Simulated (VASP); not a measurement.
Write the native input for VASP 6.6.1 that does the following.

- Task: single point
- Functional: PBEsol
- Potentials or basis: VASP PAW PBE potentials, release 64 (W_sv, C)
- Cutoff: 520 eV
- k mesh: 18 × 18 × 16
- Occupations: gaussian, width 0.15 eV
- Spin: no spin polarisation
- Dipole correction: no
- Further INCAR settings: ALGO = Normal; EDIFF = 1e-06; NBANDS = 16

The structure of WC lies in POSCAR:

```
WC
1.0
    2.9005014360      0.0000000000      0.0000000000
   -1.4502507180      2.5119079273      0.0125595396
    0.0000000000      0.0141450000      2.8290000000
W C
1 1
Direct
    0.0000000000      0.0000000000      0.0000000000
    0.6666666667      0.3333333333      0.5000000000
```

This cell differs from its parent crystal: strain +0.0100 x Voigt [0, 0, 0, 1, 0, 0].

One way to write it, as run:

INCAR

```
SYSTEM = WC
PREC     = Accurate       ! precision mode
ENCUT    = 520            ! plane-wave cutoff, eV
EDIFF    = 1E-6           ! SCF threshold, eV
ISMEAR   = 0              ! smearing method
SIGMA    = 0.15           ! smearing width, eV
LREAL    = .FALSE.        ! projectors in reciprocal space
LASPH    = .TRUE.         ! aspherical terms in the spheres
NELM     = 80             ! most SCF steps
ALGO     = Normal         ! electronic algorithm
ISIF     = 2              ! what is computed and relaxed
LWAVE    = .FALSE.        ! write WAVECAR
LCHARG   = .FALSE.        ! write CHGCAR
GGA      = PS             ! functional
NBANDS   = 16             ! bands
```

KPOINTS

```
regular mesh
0
G
  18 18 16
  0 0 0
```

Potentials or basis: VASP PAW PBE potentials, release 64 (W_sv, C).

Launch:

```sh
$ cat potpaw_PBE.64/W_sv/POTCAR potpaw_PBE.64/C/POTCAR > POTCAR
$ mpirun -np 1 vasp_std > vasp.out
```

It gave:

The pressure is 0.6 GPa, the largest force is 0.003 eV/Å and the band gap on the k mesh is zero (bands 9 and 10 overlap by 1.24 eV).

Caveat: the cell differs from its parent crystal (strain +0.0100 x Voigt [0, 0, 0, 1, 0, 0]); the PAW data sets were made with another functional, which shifts forces and pressure a little; spin-orbit coupling is left out, which moves the levels of the heavy elements.

It took 6.6 min on 1 thread of Intel Xeon 8259CL (shared host), peak memory 0.53 GiB.
